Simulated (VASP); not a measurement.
# SiC (F-43m) in VASP: further runs

SiC is run at these levels: PBE; tasks: G0W0 quasiparticle levels.

Program: VASP 6.6.1. These are calculated values, not measurements. Logs are shortened: lines on timing, memory, paths and dates and some standing lists are left out, and cuts for length are marked.

**1. The cell of the first run**

It takes space group F-43m (No. 216, cubic). The conventional cell has a = 4.487 Å, b = 4.487 Å, c = 4.487 Å, α = 90.00°, β = 90.00°, γ = 90.00°. Si (site symmetry -43m) has 4 C at 1.94 Å within 2.6 Å. C (site symmetry -43m) has 4 Si at 1.94 Å within 2.6 Å.

**2. G0W0 quasiparticle levels, PBE**

POSCAR

```
SiC
1.0
    0.0000000000      2.2433939216      2.2433939216
    2.2433939216      0.0000000000      2.2433939216
    2.2433939216      2.2433939216      0.0000000000
Si C
1 1
Direct
    0.0000000000      0.0000000000      0.0000000000
    0.2500000000      0.2500000000      0.2500000000
```

INCAR.step1

```
SYSTEM = SiC
PREC     = Accurate       ! precision mode
ENCUT    = 500            ! plane-wave cutoff, eV
EDIFF    = 1E-8           ! SCF threshold, eV
ISMEAR   = 0              ! smearing method
SIGMA    = 0.01           ! smearing width, eV
LREAL    = .FALSE.        ! projectors in reciprocal space
LASPH    = .TRUE.         ! aspherical terms in the spheres
NELM     = 60             ! most SCF steps
ALGO     = Normal         ! electronic algorithm
LWAVE    = .TRUE.         ! write WAVECAR
LCHARG   = .FALSE.        ! write CHGCAR
GGA      = PE             ! functional
```

INCAR.step2

```
SYSTEM = SiC
PREC     = Accurate       ! precision mode
ENCUT    = 500            ! plane-wave cutoff, eV
EDIFF    = 1E-8           ! SCF threshold, eV
ISMEAR   = 0              ! smearing method
SIGMA    = 0.01           ! smearing width, eV
LREAL    = .FALSE.        ! projectors in reciprocal space
LASPH    = .TRUE.         ! aspherical terms in the spheres
NELM     = 1              ! most SCF steps
ALGO     = Exact          ! electronic algorithm
LWAVE    = .TRUE.         ! write WAVECAR
LCHARG   = .FALSE.        ! write CHGCAR
GGA      = PE             ! functional
NBANDS   = 98             ! bands
LOPTICS  = .TRUE.         ! frequency-dependent dielectric function
ISTART   = 1
```

INCAR.step3

```
SYSTEM = SiC
PREC     = Accurate       ! precision mode
ENCUT    = 500            ! plane-wave cutoff, eV
EDIFF    = 1E-8           ! SCF threshold, eV
ISMEAR   = 0              ! smearing method
SIGMA    = 0.01           ! smearing width, eV
LREAL    = .FALSE.        ! projectors in reciprocal space
LASPH    = .TRUE.         ! aspherical terms in the spheres
ALGO     = EVGW0          ! electronic algorithm
LWAVE    = .FALSE.        ! write WAVECAR
LCHARG   = .FALSE.        ! write CHGCAR
GGA      = PE             ! functional
NELMGW   = 1            
NBANDS   = 98             ! bands
ENCUTGW  = 150.0          ! cutoff of the response function
NOMEGA   = 96             ! frequency points
PRECFOCK = Fast         
ISTART   = 1            
NBANDSGW = 12           
OMEGAMAX = 20
```

KPOINTS

```
Automatic mesh
0
G
  6 6 6
  0 0 0
```

Potentials or basis: VASP PAW PBE potentials, release 64 (Si_GW, C_GW).

Started as:

```bash
cat potpaw_PBE.64/Si_GW/POTCAR potpaw_PBE.64/C_GW/POTCAR > POTCAR
cp INCAR.step1 INCAR
mpirun -np 1 vasp_std > vasp.out
cp INCAR.step2 INCAR
mpirun -np 1 vasp_std > vasp.out
cp INCAR.step3 INCAR
mpirun -np 1 vasp_std > vasp.out
```

OUTCAR:

```text
SYSTEM = SiC
   PREC = Accurate
   ENCUT = 500
   EDIFF = 1E-8
   ISMEAR = 0
   LREAL = .FALSE.
   LASPH = .TRUE.
   GGA = PE
   NELMGW = 1
   ENCUTGW = 150.0
   PRECFOCK = Fast
   ISTART = 1

 ion  position               nearest neighbor table
   1  0.000  0.000  0.000-   2 1.94   2 1.94   2 1.94   2 1.94
   2  0.250  0.250  0.250-   1 1.94   1 1.94   1 1.94   1 1.94

  LATTYP: Found a face centered cubic cell.
 ALAT       =     4.4867878432

  Lattice vectors:

 A1 = (   0.0000000000,   2.2433939216,   2.2433939216)
 A2 = (   2.2433939216,   0.0000000000,   2.2433939216)
 A3 = (   2.2433939216,   2.2433939216,   0.0000000000)

Analysis of symmetry for initial positions (statically):
=====================================================================
 Subroutine PRICEL returns:
 Original cell was already a primitive cell.

 Routine SETGRP: Setting up the symmetry group for a
 face centered cubic supercell.

 Subroutine GETGRP returns: Found 24 space group operations
 (whereof 24 operations were pure point group operations)
 out of a pool of 48 trial point group operations.

The static configuration has the point symmetry T_d .

Analysis of symmetry for dynamics (positions and initial velocities):
=====================================================================
 Subroutine PRICEL returns:
 Original cell was already a primitive cell.

 Routine SETGRP: Setting up the symmetry group for a
 face centered cubic supercell.

 Subroutine GETGRP returns: Found 24 space group operations
 (whereof 24 operations were pure point group operations)
 out of a pool of 48 trial point group operations.

The dynamic configuration has the point symmetry T_d .

 Subroutine INISYM returns: Found 24 space group operations
 (whereof 24 operations are pure point group operations),
 and found     1 'primitive' translations

----------------------------------------------------------------------------------------

                                     Primitive cell

  volume of cell :      22.5812

  direct lattice vectors                    reciprocal lattice vectors
     0.000000000  2.243393922  2.243393922    -0.222876596  0.222876596  0.222876596
     2.243393922  0.000000000  2.243393922     0.222876596 -0.222876596  0.222876596
     2.243393922  2.243393922  0.000000000     0.222876596  0.222876596 -0.222876596

  length of vectors
     3.172638110  3.172638110  3.172638110     0.386033588  0.386033588  0.386033588

  position of ions in fractional coordinates (direct lattice)
     0.000000000  0.000000000  0.000000000
     0.250000000  0.250000000  0.250000000

  ion indices of the primitive-cell ions
   primitive index   ion index
                 1           1
                 2           2

----------------------------------------------------------------------------------------

 KPOINTS: Automatic mesh

Automatic generation of k-mesh.
 Grid dimensions read from file:
 generate k-points for:    6    6    6

 Generating k-lattice:

  Cartesian coordinates                     Fractional coordinates (reciprocal lattice)
    -0.037146099  0.037146099  0.037146099     0.166666667  0.000000000  0.000000000
     0.037146099 -0.037146099  0.037146099     0.000000000  0.166666667  0.000000000
     0.037146099  0.037146099 -0.037146099     0.000000000  0.000000000  0.166666667

  Length of vectors
     0.064338931  0.064338931  0.064338931

  Shift w.r.t. Gamma in fractional coordinates (k-lattice)
     0.000000000  0.000000000  0.000000000

 Subroutine IBZKPT returns following result:
 ===========================================

 Found     16 irreducible k-points:

 Following reciprocal coordinates:
            Coordinates               Weight
  0.000000  0.000000  0.000000      1.000000
  0.166667  0.000000  0.000000      8.000000
  0.333333  0.000000  0.000000      8.000000
  0.500000  0.000000  0.000000      4.000000
  0.166667  0.166667  0.000000      6.000000
  0.333333  0.166667  0.000000     24.000000
[... 8 lines left out ...]
 -0.333333  0.333333  0.166667     24.000000
 -0.333333  0.500000  0.166667     12.000000
   k-points           NKPTS =     16   k-points in BZ     NKDIM =    216   number of bands    NBANDS=     98
   number of dos      NEDOS =    301   number of ions     NIONS =      2
   total plane-waves  NPLWV =  13824
   dimension x,y,z NGX =    24 NGY =   24 NGZ =   24
   dimension x,y,z NGXF=    48 NGYF=   48 NGZF=   48
   ions per type =               1   1
   NGX,Y,Z   is equivalent  to a cutoff of  12.58, 12.58, 12.58 a.u.
   NGXF,Y,Z  is equivalent  to a cutoff of  25.15, 25.15, 25.15 a.u.
 SYSTEM =  SiC
   PREC   = accura    normal or accurate (medium, high low for compatibility)
   ISTART =      1    job   : 0-new  1-cont  2-samecut
   ICHARG =      0    charge: 1-file 2-atom 10-const
   ISPIN  =      1    spin polarized calculation?
   LNONCOLLINEAR =      F non collinear calculations
   LSORBIT =      F    spin-orbit coupling
   LASPH  =      T    aspherical Exc in radial PAW
   ENCUT  =  500.0 eV  36.75 Ry    6.06 a.u.   5.78  5.78  5.78*2*pi/ulx,y,z
   NELM   =     60;   NELMIN=  2; NELMDL=  0     # of ELM steps
   EDIFF  = 0.1E-07   stopping-criterion for ELM
   LREAL  =      F    real-space projection
   EDIFFG = 0.1E-06   stopping-criterion for IOM
   NSW    =      0    number of steps for IOM
   IBRION =     -1    ionic relax: 0-MD 1-quasi-New 2-CG
   NFREE  =      0    steps in history (QN), initial steepest desc. (CG)
   ISIF   =      0    stress and relaxation
   ISYM   =      3    0-nonsym 1-usesym 2-fastsym
   POTIM  = 0.5000    time-step for ionic-motion
   TEBEG  =    0.0;   TEEND  =   0.0 temperature during run
   PSTRESS=    0.0 pullay stress
   NELECT =       8.0000    total number of electrons
   NUPDOWN=      -1.0000    fix difference up-down
   EMIN   =  10.00;   EMAX   =-10.00  energy-range for DOS
   EFERMI =   0.00;   METHOD = LEGACY
   ISMEAR =     0;   SIGMA  =   0.01  broadening in eV -4-tet -1-fermi 0-gaus
   EFERMI_NEDOS =   21; number of points for ismear=-14 and -15
   IALGO  =     38    algorithm
   IMIX   =      4    mixing-type and parameters
     AMIX     =   0.40;   BMIX     =  1.00
     AMIX_MAG =   1.60;   BMIX_MAG =  1.00
  volume/ion in A,a.u.               =      11.29        76.19
  Fermi-wavevector in a.u.,A,eV,Ry     =   1.158393  2.189046 18.257311  1.341875
  Thomas-Fermi vector in A             =   2.294996
   LORBIT       =      0    0 simple, 1 ext, 2 COOP (PROOUT), +10 PAW based schemes
   GGA     = PE    functional components
   LHFCALC =     T    Hartree Fock is set to
   PRECFOCK=fast      Normal, Fast or Accurate (Low or Medium for compatibility)
   ENCUT4O =  -1.0   cutoff for four orbital integrals eV
   NKREDX  =     1    reduce k-point grid by
   NKREDY  =     1    reduce k-point grid by
   NKREDZ  =     1    reduce k-point grid by
   AEXX    =    1.0000 exact exchange contribution
   HFSCREEN=    0.0000 screening length (either q_TF or 0.3 A-1)
   HFSCREENC=   0.0000 screening length for correlation (either q_TF or 0.3 A-1)
   ENCUTFOCK=  -1.0 apply spherical cutoff to Coloumb kernel
   IVDW    =     0    specifies the selected vdW correction
   LEPSILON=     F    determine dielectric tensor
   LRPA    =     F    only Hartree local field effects (RPA)
   LRPAFORCE           =     F    calculate RPA forces
   ENCUTGW             = 150.0    cutoff for response function in eV
   ENCUTGWSOFT         = 120.0    soft cutoff for Coulomb kernel in GW response function in eV
   ENCUTLF             =  -1.0    cutoff for local field effects
   NELMGW              =     1    number of iterations in solving QP/BSE equation
   NELMHF              =     1    number of iterations in the inner HF iteration
   NKREDLFX            =     1    NKREDLFY  =   1   NKREDLFZ  =   1
 non-spin polarized calculation
 Gauss-broadening in eV      SIGMA  =   0.01
  energy-cutoff  :      500.00
  volume of cell :       22.58
 maximum number of plane-waves:       588
  NGX = 14; NGY = 14; NGZ = 14
   NGX = 11   NGY = 11   NGZ = 11
 maximum number of plane-waves:       113
 NGX is ok and might be reduce to    14

 QP shifts <psi_nk| G(iteration)W_0 |psi_nk>: iteration 1
 for sc-GW calculations column KS-energies equals QP-energies in previous step
 and V_xc(KS)=  KS-energies - (<T + V_ion + V_H > + <T+V_H+V_ion>^1  + <V_x>^1)

 k-point   1 :       0.0000    0.0000    0.0000
  band No.  KS-energies  QP-energies   sigma(KS)   V_xc(KS)     V^pw_x(r,r')   Z            occupation Imag(sigma)

      1      -7.8875      -8.8385     -13.8891     -12.5280     -21.2609       0.6987       2.0000       1.2122
      2       6.8521       6.2898     -15.2581     -14.5395     -17.0090       0.7824       2.0000       0.0277
      3       6.8521       6.2898     -15.2581     -14.5395     -17.0090       0.7824       2.0000       0.0277
      4       6.8521       6.2898     -15.2581     -14.5395     -17.0090       0.7824       2.0000       0.0277
      5      12.0639      12.5481     -12.4490     -13.0737      -7.5538       0.7751       0.0000      -0.0651
      6      13.5693      14.0694     -10.6587     -11.2943      -5.6368       0.7868       0.0000      -0.0694
      7      13.5693      14.0694     -10.6587     -11.2943      -5.6368       0.7868       0.0000      -0.0694
      8      13.5693      14.0694     -10.6587     -11.2943      -5.6368       0.7868       0.0000      -0.0694
      9      20.8418      21.3825     -10.4188     -11.1129      -4.3247       0.7789       0.0000      -0.2551
     10      20.8418      21.3825     -10.4188     -11.1129      -4.3247       0.7789       0.0000      -0.2551
     11      22.0028      22.1639      -9.2979      -9.5069      -2.8707       0.7708       0.0000      -0.3694
     12      23.4369      23.5806      -9.7662      -9.9544      -2.8221       0.7637       0.0000      -0.6953

 k-point   2 :       0.1667    0.0000    0.0000
  band No.  KS-energies  QP-energies   sigma(KS)   V_xc(KS)     V^pw_x(r,r')   Z            occupation Imag(sigma)
[... 225 lines left out ...]
      1      -3.1300      -3.9591     -15.3804     -14.2320     -21.5564       0.7219       2.0000       0.6126
      2      -0.2598      -1.0957     -13.5266     -12.3758     -17.6463       0.7264       2.0000       0.2197
      3       2.6518       1.8232     -13.6962     -12.5945     -16.6071       0.7521       2.0000       0.0693
      4       2.7639       1.9557     -13.3198     -12.2524     -15.9939       0.7571       2.0000       0.0621
      5      10.7493      11.0817     -10.9685     -11.3867      -6.6050       0.7949       0.0000      -0.0557
      6      13.4347      13.9426     -10.9913     -11.6334      -6.0810       0.7909       0.0000      -0.0671
      7      16.9211      17.4163     -11.1619     -11.8201      -4.8760       0.7524       0.0000      -0.1839
      8      18.2164      18.8252     -11.7397     -12.5450      -5.5205       0.7561       0.0000      -0.1904
      9      20.0037      20.5872     -12.0154     -12.8196      -4.6617       0.7256       0.0000      -0.3700
     10      23.6934      24.1207     -10.8695     -11.4341      -3.6327       0.7568       0.0000      -0.5738
     11      26.4732      27.1755     -11.9580     -12.8974      -4.3582       0.7476       0.0000      -0.7646
     12      29.3408      29.7915     -11.6065     -12.2047      -3.9129       0.7533       0.0000      -1.0902
```

It took 2.1 min on 1 thread of Intel Xeon 6975P-C (Granite Rapids), shared host; peak memory 0.44 GiB.

What came out:

| Item | Value |
| --- | --- |
| Quasiparticle gap | 2.17 eV |
| Least direct quasiparticle gap | 5.42 eV |
| Band gap of the starting levels on the mesh | 1.43 eV |
| Least direct gap of the starting levels on the mesh | 4.44 eV |

Caveat: the k points lie up to 0.40 Å⁻¹ apart; the cutoff is under 1.25 times the usual one of these potentials, so pressure, stress and relaxed cells hold a basis-set (Pulay) error; bands, screening cutoff and mesh are small and nothing is extrapolated, so the quasiparticle values aren't converged.

**3. G0W0 quasiparticle levels, PBE**

This run uses another cell than the first one, of 9.43 Å³/atom.

POSCAR

```
SiC
1.0
    0.0000000000      2.1127107805      2.1127107805
    2.1127107805      0.0000000000      2.1127107805
    2.1127107805      2.1127107805      0.0000000000
Si C
1 1
Direct
    0.0000000000      0.0000000000      0.0000000000
    0.2500000000      0.2500000000      0.2500000000
```

INCAR.step1

```
SYSTEM = SiC
PREC = Accurate ; ENCUT = 500
EDIFF = 1E-8 ; ISMEAR = 0
SIGMA = 0.01 ; LREAL = .FALSE.
LASPH = .TRUE. ; NELM = 80
ALGO = Normal ; LWAVE = .TRUE.
LCHARG = .FALSE. ; GGA = PE
```

INCAR.step2

```
SYSTEM = SiC
PREC = Accurate ; ENCUT = 500
EDIFF = 1E-8 ; ISMEAR = 0
SIGMA = 0.01 ; LREAL = .FALSE.
LASPH = .TRUE. ; NELM = 1
ALGO = Exact ; LWAVE = .TRUE.
LCHARG = .FALSE. ; GGA = PE
NBANDS = 82 ; LOPTICS = .TRUE.
ISTART = 1
```

INCAR.step3

```
SYSTEM = SiC
PREC = Accurate ; ENCUT = 500
EDIFF = 1E-8 ; ISMEAR = 0
SIGMA = 0.01 ; LREAL = .FALSE.
LASPH = .TRUE. ; ALGO = EVGW0
LWAVE = .FALSE. ; LCHARG = .FALSE.
GGA = PE ; NELMGW = 1
NBANDS = 82 ; ENCUTGW = 150.0
NOMEGA = 96 ; PRECFOCK = Fast
ISTART = 1 ; NBANDSGW = 12
OMEGAMAX = 20
```

KPOINTS

```
regular mesh
0
G
  6 6 6
  0 0 0
```

Potentials or basis: VASP PAW PBE potentials, release 64 (Si_GW, C_GW).

Started as:

```bash
cat potpaw_PBE.64/Si_GW/POTCAR potpaw_PBE.64/C_GW/POTCAR > POTCAR
cp INCAR.step1 INCAR
mpirun -np 1 vasp_std > vasp.out
cp INCAR.step2 INCAR
mpirun -np 1 vasp_std > vasp.out
cp INCAR.step3 INCAR
mpirun -np 1 vasp_std > vasp.out
```

OUTCAR:

```text
SYSTEM = SiC
   PREC = Accurate
   ENCUT = 500
   EDIFF = 1E-8
   ISMEAR = 0
   LREAL = .FALSE.
   LASPH = .TRUE.
   GGA = PE
   NELMGW = 1
   ENCUTGW = 150.0
   PRECFOCK = Fast
   ISTART = 1

 ion  position               nearest neighbor table
   1  0.000  0.000  0.000-   2 1.83   2 1.83   2 1.83   2 1.83
   2  0.250  0.250  0.250-   1 1.83   1 1.83   1 1.83   1 1.83

  LATTYP: Found a face centered cubic cell.
 ALAT       =     4.2254215610

  Lattice vectors:

 A1 = (   0.0000000000,   2.1127107805,   2.1127107805)
 A2 = (   2.1127107805,   0.0000000000,   2.1127107805)
 A3 = (   2.1127107805,   2.1127107805,   0.0000000000)

Analysis of symmetry for initial positions (statically):
=====================================================================
 Subroutine PRICEL returns:
[... 158 lines left out ...]
   NELMHF              =     1    number of iterations in the inner HF iteration
   NKREDLFX            =     1    NKREDLFY  =   1   NKREDLFZ  =   1
 non-spin polarized calculation
 Gauss-broadening in eV      SIGMA  =   0.01
  energy-cutoff  :      500.00
  volume of cell :       18.86
 maximum number of plane-waves:       531
 NGX is ok and might be reduce to    24
  NGX = 14; NGY = 14; NGZ = 14
   NGX = 11   NGY = 11   NGZ = 11
 maximum number of plane-waves:        82
 NGX is ok and might be reduce to    14

 QP shifts <psi_nk| G(iteration)W_0 |psi_nk>: iteration 1
 for sc-GW calculations column KS-energies equals QP-energies in previous step
 and V_xc(KS)=  KS-energies - (<T + V_ion + V_H > + <T+V_H+V_ion>^1  + <V_x>^1)

 k-point   1 :       0.0000    0.0000    0.0000
  band No.  KS-energies  QP-energies   sigma(KS)   V_xc(KS)     V^pw_x(r,r')   Z            occupation Imag(sigma)

      1      -7.3406      -8.4075     -14.4263     -12.9751     -22.1760       0.7351       2.0000       1.3979
      2       8.8179       8.2136     -15.8551     -15.0937     -17.8696       0.7936       2.0000       0.0291
      3       8.8179       8.2136     -15.8551     -15.0937     -17.8696       0.7936       2.0000       0.0291
      4       8.8179       8.2136     -15.8551     -15.0937     -17.8696       0.7936       2.0000       0.0291
      5      16.1423      16.6796     -12.6253     -13.3138      -7.2701       0.7805       0.0000      -0.0797
      6      16.7902      17.4127     -11.0510     -11.8295      -5.8939       0.7995       0.0000      -0.0682
      7      16.7902      17.4127     -11.0510     -11.8295      -5.8939       0.7995       0.0000      -0.0682
      8      16.7902      17.4127     -11.0510     -11.8295      -5.8939       0.7995       0.0000      -0.0682
      9      23.8686      24.5677     -10.8772     -11.7666      -4.7065       0.7861       0.0000      -0.2298
     10      23.8686      24.5677     -10.8772     -11.7666      -4.7065       0.7861       0.0000      -0.2298
     11      26.7533      27.0256      -9.6793     -10.0308      -2.9237       0.7749       0.0000      -0.3941
     12      26.8413      27.1707     -10.1885     -10.6178      -3.1139       0.7673       0.0000      -0.6581
[... 228 lines left out ...]
      1      -1.6646      -2.5772     -15.9576     -14.6985     -22.3176       0.7248       2.0000       0.5602
      2       1.3085       0.3802     -14.2257     -12.9734     -18.4914       0.7413       2.0000       0.2237
      3       3.9723       3.0711     -14.3541     -13.1688     -17.5662       0.7603       2.0000       0.0784
      4       4.1025       3.2273     -13.9018     -12.7616     -16.8288       0.7676       2.0000       0.0688
      5      12.9023      13.3188     -11.5655     -12.0821      -7.2278       0.8061       0.0000      -0.0492
      6      16.4452      17.0245     -11.1445     -11.8641      -6.1469       0.8051       0.0000      -0.0625
      7      20.4675      21.0880     -11.4005     -12.2074      -4.9854       0.7689       0.0000      -0.1977
      8      22.0034      22.8160     -12.2640     -13.3212      -5.8669       0.7687       0.0000      -0.2039
      9      24.1273      24.8626     -12.0703     -13.0548      -4.5491       0.7469       0.0000      -0.3966
     10      27.4942      28.1149     -11.4478     -12.2610      -3.9475       0.7633       0.0000      -0.5788
     11      31.6377      32.5936     -12.3301     -13.5867      -4.6501       0.7607       0.0000      -0.8008
     12      34.7242      35.3260     -12.0782     -12.8588      -4.1164       0.7711       0.0000      -1.2444
```

Run time: 1.7 min. Hardware: 1 thread of Intel Xeon 6975P-C (Granite Rapids), shared host; peak memory 0.36 GiB.

Results:

```yaml
Quasiparticle_gap: 2.11 eV
Least_direct_quasiparticle_gap: 5.72 eV
Band_gap_of_the_starting_levels_on_the_mesh: 1.26 eV
Least_direct_gap_of_the_starting_levels_on_the_mesh: 4.63 eV
```

Caveat: the k points lie up to 0.43 Å⁻¹ apart; the cutoff is under 1.25 times the usual one of these potentials, so pressure, stress and relaxed cells hold a basis-set (Pulay) error; bands, screening cutoff and mesh are small and nothing is extrapolated, so the quasiparticle values aren't converged.

[end of part 1 of 2]
